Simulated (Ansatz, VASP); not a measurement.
Fe: VASP beside Ansatz

```xyz
1
Lattice="-1.4718 1.4718 1.4718 1.4718 -1.4718 1.4718 1.4718 1.4718 -1.4718" Properties=species:S:1:pos:R:3 pbc="T T T"
Fe    0.0000    0.0000    0.0000
```

Alike in both runs: task single point; functional r2SCAN; k mesh 25 × 25 × 25; occupations fermi-dirac, width 0.05 eV; collinear spin.

|  | VASP | Ansatz |
| --- | --- | --- |
| version | VASP 6.6.1 | Ansatz 0.2.0 |
| potentials or method | VASP PAW PBE potentials, release 64 (Fe), cutoff 520 eV | plane waves (500 eV) with PAW, scalar-relativistic |
| valence electrons in the cell | 8 | 16 |

VASP gave:

| Property | Result |
| --- | --- |
| pressure (GPa) | -11.7 |
| net moment per atom (μB) | 2.74 |
| size of the moment on the site where the two differ most (μB) | 2.84 |

**Question.** What did Ansatz give for the same quantities?

**Answer.** Pressure (GPa): -11.4; net moment per atom (μB): 2.75; size of the moment on the site where the two differ most (μB): 2.92.

VASP's potentials were made for PBE, not for r2SCAN. Site moments also hang on the region over which each program counts them. VASP's potentials hold 8 valence electrons a cell and Ansatz's 16, so a difference there can come from the potentials and not from the codes. Ansatz's warnings: stability check not made.
